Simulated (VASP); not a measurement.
## Be: single point with PBE

Crystal: Be.

```xyz
2
Lattice="2.2798 0.0000 0.0000 -1.1399 1.9743 0.0000 0.0000 0.0000 3.5273" Properties=species:S:1:pos:R:3 pbc="T T T"
Be    0.0000    1.3162    2.6455
Be    1.1399    0.6581    0.8818
```

```json
{
 "Program": "VASP 6.6.1",
 "Task": "single point",
 "Functional": "PBE",
 "Potentials or basis": "VASP PAW PBE potentials, release 64 (Be)",
 "Cutoff": "520 eV",
 "k mesh": "10 × 10 × 6",
 "Occupations": "gaussian, width 0.05 eV",
 "Spin": "no spin polarisation"
}
```

```
Pressure               : 0.2 GPa
Band gap on the k mesh : zero (bands 2 and 3 overlap by 0.78 eV)
```

Stress tensor (GPa, compression positive):
```
0.11 0.00 0.00
0.00 0.11 0.00
0.00 0.00 0.27
```

Levels at points of the mesh, in eV from the Fermi level:
```tsv
k point	band 1	band 2	band 3	band 4	band 5
(0.00, 0.00, 0.00)	-11.31	-4.24	1.42	15.61	15.61
(0.50, 0.00, 0.00)	-5.03	-3.19	3.67	6.57	6.96
(0.00, 0.00, 0.50)	-9.10	-9.10	11.22	11.22	17.33
(0.50, 0.00, 0.50)	-3.62	-3.62	1.53	1.53	11.80
```

Run time: 4.7 s on 1 thread of Intel(R) Xeon(R) Platinum 8488C (Sapphire Rapids) (shared host), peak memory 0.12 GiB.
